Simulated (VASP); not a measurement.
Here is a VASP 6.6.1 calculation.

INCAR

```
SYSTEM = In
ALGO = Fast
EDIFF = 1E-6
ENCUT = 520
GGA = PS
ISIF = 2
ISMEAR = 0
LASPH = .TRUE.
LCHARG = .TRUE.
LELF = .TRUE.
LREAL = .FALSE.
LVHAR = .TRUE.
LWAVE = .FALSE.
NBANDS = 12
NELM = 60
PREC = Accurate
SIGMA = 0.15
```

The input KPOINTS:

```
k-points
0
G
  20 20 20
  0 0 0
```

File POSCAR:

```
In
1.0
   -1.6505422500      1.6505422500      2.3997315000
    1.6505422500     -1.6505422500      2.3997315000
    1.6505422500      1.6505422500     -2.3997315000
In
1
Direct
    0.0000000000      0.0000000000      0.0000000000
```

Potentials or basis: VASP PAW PBE potentials, release 64 (In_d).

Launch:

```sh
$ cat potpaw_PBE.64/In_d/POTCAR > POTCAR
$ mpirun -np 1 vasp_std > vasp.out
```

Problem. Estimate the pressure.

Solution. -1.0 GPa.

Caveat: the cell differs from its parent crystal (strain +0.015 along x and y, -0.030 along z); the PAW data sets were made with another functional, which shifts forces and pressure a little.
